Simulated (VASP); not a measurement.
Ca2Se, 3 atoms in the cell. It takes space group P-3m1 (No. 164, trigonal). The conventional cell has a = 3.522 Å, b = 3.522 Å, c = 6.527 Å, α = 90.00°, β = 90.00°, γ = 120.00°. Within 3.4 Å of Ca (site symmetry 3m) lie 3 Se at 2.57 Å. Within 3.4 Å of Se (site symmetry -3m) lie 6 Ca at 2.57 Å. 

* Program: VASP 6.6.1
* Task: single point
* Functional: PBE
* Potentials or basis: VASP PAW PBE potentials, release 64 (Ca_sv, Se)
* Cutoff: 520 eV
* k mesh: 6 × 6 × 4
* Occupations: gaussian, width 0.1 eV
* Spin: no spin polarisation
* Dipole correction: no
* Further INCAR settings: ALGO = Normal; EDIFF = 1e-07; NBANDS = 20

Potentials or basis: VASP PAW PBE potentials, release 64 (Ca_sv, Se).

Command:

```bash
$ cat potpaw_PBE.64/Ca_sv/POTCAR potpaw_PBE.64/Se/POTCAR > POTCAR
$ mpirun -np 1 vasp_std > vasp.out
```

Hardware: 1 thread of Intel(R) Xeon(R) Platinum 8488C (Sapphire Rapids), with other jobs on the host.

Q: Estimate the wall time of this run.

A: It took 32 s on 1 thread of Intel(R) Xeon(R) Platinum 8488C (Sapphire Rapids), with other jobs on the host, peak memory 0.19 GiB. Counts: scf iterations 15, k points 24.
